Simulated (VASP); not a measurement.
Write the native input for VASP 6.6.1 that does the following.

```yaml
Task: single point
Functional: r2SCAN
Potentials_or_basis: VASP PAW PBE potentials, release 64 (Mg, F)
Cutoff: 660 eV
k_mesh: 6 × 6 × 8
Occupations: fermi-dirac, width 0.02 eV
Spin: no spin polarisation
Dipole_correction: no
Further_INCAR_settings: ALGO = Normal; EDIFF = 1e-06; NBANDS = 25
```

MgF2:

```
CELL_PARAMETERS angstrom
4.62202 0.00000 0.00000
0.00000 4.62202 0.00000
0.00000 0.00000 3.04611
ATOMIC_POSITIONS crystal
Mg 0.00000 0.00000 0.00000
Mg 0.50000 0.50000 0.50000
F 0.30295 0.30295 0.00000
F 0.19705 0.80295 0.50000
F 0.69705 0.69705 0.00000
F 0.80295 0.19705 0.50000
```

These files were run (other wordings do the same):

POSCAR

```
MgF2
1.0
    4.6220162608      0.0000000000      0.0000000000
    0.0000000000      4.6220162608      0.0000000000
    0.0000000000      0.0000000000      3.0461115451
Mg F
2 4
Direct
    0.0000000000      0.0000000000      0.0000000000
    0.5000000000      0.5000000000      0.5000000000
    0.3029506050      0.3029506050      0.0000000000
    0.1970493950      0.8029506050      0.5000000000
    0.6970493950      0.6970493950      0.0000000000
    0.8029506050      0.1970493950      0.5000000000
```

INCAR.step1

```
PREC     = Accurate       # precision mode
ENCUT    = 660            # plane-wave cutoff, eV
ISMEAR   = -1             # smearing method
SIGMA    = 0.02           # smearing width, eV
LREAL    = False          # projectors in reciprocal space
LASPH    = True           # aspherical terms in the spheres
NELM     = 120            # most SCF steps
NBANDS   = 25             # bands
GGA      = PE             # functional
ALGO     = Normal         # electronic algorithm
EDIFF    = 1E-5           # SCF threshold, eV
LWAVE    = True           # write WAVECAR
LCHARG   = False          # write CHGCAR
GGA_COMPAT= False
```

INCAR.step2

```
PREC     = Accurate       # precision mode
ENCUT    = 660            # plane-wave cutoff, eV
EDIFF    = 1E-6           # SCF threshold, eV
ISMEAR   = -1             # smearing method
SIGMA    = 0.02           # smearing width, eV
LREAL    = False          # projectors in reciprocal space
LASPH    = True           # aspherical terms in the spheres
NELM     = 120            # most SCF steps
ALGO     = Normal         # electronic algorithm
ISIF     = 2              # what is computed and relaxed
LWAVE    = False          # write WAVECAR
LCHARG   = False          # write CHGCAR
METAGGA  = R2SCAN         # meta-GGA
LMIXTAU  = True         
NBANDS   = 25             # bands
ISTART   = 1            
GGA_COMPAT= False
```

KPOINTS

```
Automatic mesh
0
Gamma
  6 6 8
```

Potentials or basis: VASP PAW PBE potentials, release 64 (Mg, F).

Command:

```sh
$ cat potpaw_PBE.64/Mg/POTCAR potpaw_PBE.64/F/POTCAR > POTCAR
$ cp INCAR.step1 INCAR
$ mpirun -np 1 vasp_std > vasp.out
$ cp INCAR.step2 INCAR
$ mpirun -np 1 vasp_std > vasp.out
```

It gave:

* Pressure: -1.5 GPa
* Largest force: 0.007 eV/Å
* Band gap on the k mesh: 8.03 eV

Caveat: the PAW data sets were made with another functional, which shifts forces and pressure a little.

Wall time 2.3 min on 1 thread of Intel(R) Xeon(R) 6975P-C (Granite Rapids), with other jobs on the host, peak memory 0.27 GiB.
